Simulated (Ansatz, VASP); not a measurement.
**TiO2: VASP beside Ansatz**

```
Ti O
1.0
     4.59984    0.00000    0.00000
     0.00000    4.59984    0.00000
     0.00000    0.00000    2.95921
Ti O
2 4
Direct
  0.00000 0.00000 0.50000
  0.50000 0.50000 0.00000
  0.30432 0.30432 0.50000
  0.19568 0.80432 0.00000
  0.80432 0.19568 0.00000
  0.69568 0.69568 0.50000
```

Alike in both runs: task relaxation of cell and atoms; functional PBEsol; k mesh 6 × 6 × 9; occupations fermi-dirac, width 0.05 eV; no spin polarisation; Hubbard terms Ti d U = 2.0 eV.

|  | VASP | Ansatz |
| --- | --- | --- |
| version | VASP 6.6.1 | Ansatz 0.2.0 |
| potentials or method | VASP PAW PBE potentials, release 64 (Ti_sv, O) | Ansatz PAW |
| plane-wave cutoff (eV) | 600 | 420 |
| valence electrons in the cell | 48 | 48 |

|  | VASP | Ansatz | Ansatz less VASP |
| --- | --- | --- | --- |
| gap on the k mesh at the Fermi level, each at its own relaxed structure (eV) | 2.04 | 2.07 | +0.034 |
| relaxed volume (Å³/atom) | 10.49 | 10.39 | -0.102 |
| relaxed cell length with the largest relative difference (Å) | 4.606 | 4.591 | -0.0154 |

VASP's potentials were made for PBE, not for PBEsol. The programs project onto different local orbitals, so the same U acts differently, and such runs can settle in different states.

Noted on Ansatz's run: odd divisions of the mesh miss points on the zone boundary, where band edges often lie, so the gap on the mesh can be too wide; the plane-wave basis is chosen anew once the cell has moved, so the energies of steps on either side of that aren't comparable.
